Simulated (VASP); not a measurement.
Al7Cu:

```
CELL_PARAMETERS angstrom
0.00000 3.89803 3.89803
3.89803 0.00000 3.89803
3.89803 3.89803 0.00000
ATOMIC_POSITIONS crystal
Al 0.50000 0.00000 0.00000
Al 0.00000 0.50000 0.50000
Al 0.00000 0.50000 0.00000
Al 0.50000 0.00000 0.50000
Al 0.00000 0.00000 0.50000
Al 0.50000 0.50000 0.00000
Al 0.00000 0.00000 0.00000
Cu 0.50000 0.50000 0.50000
```

- Program: VASP 6.6.1
- Task: relaxation of cell and atoms
- Functional: PBE
- Potentials or basis: VASP PAW PBE potentials, release 64 (Al, Cu)
- Cutoff: 600 eV
- k mesh: 4 × 4 × 4
- Occupations: gaussian, width 0.1 eV
- Spin: no spin polarisation

At the start: pressure 6.0 GPa; volume 14.81 Å³/atom.

Question: How do energy, volume and symmetry change on relaxing?

Answer: Over 3 steps the energy falls by 15.8 meV/atom and the volume is 15.70 Å³/atom (+6.1 %); space group Fm-3m (No. 225, to 0.05 Å).

Step by step:
```
step  energy change (eV)  largest force (eV/Å)  pressure (GPa)  volume (Å³)
   1              0.0000                0.0000            6.01       118.46
   2             -0.1128                0.0000           -1.69       128.23
   3             -0.1263                0.0000            0.06       125.63
```

Final structure:
```
Al Cu
1.0
     0.00000    3.97513    3.97513
     3.97513    0.00000    3.97513
     3.97513    3.97513    0.00000
Al Cu
7 1
Direct
  0.50000 0.00000 0.00000
  0.00000 0.50000 0.50000
  0.00000 0.50000 0.00000
  0.50000 0.00000 0.50000
  0.00000 0.00000 0.50000
  0.50000 0.50000 0.00000
  0.00000 0.00000 0.00000
  0.50000 0.50000 0.50000
```
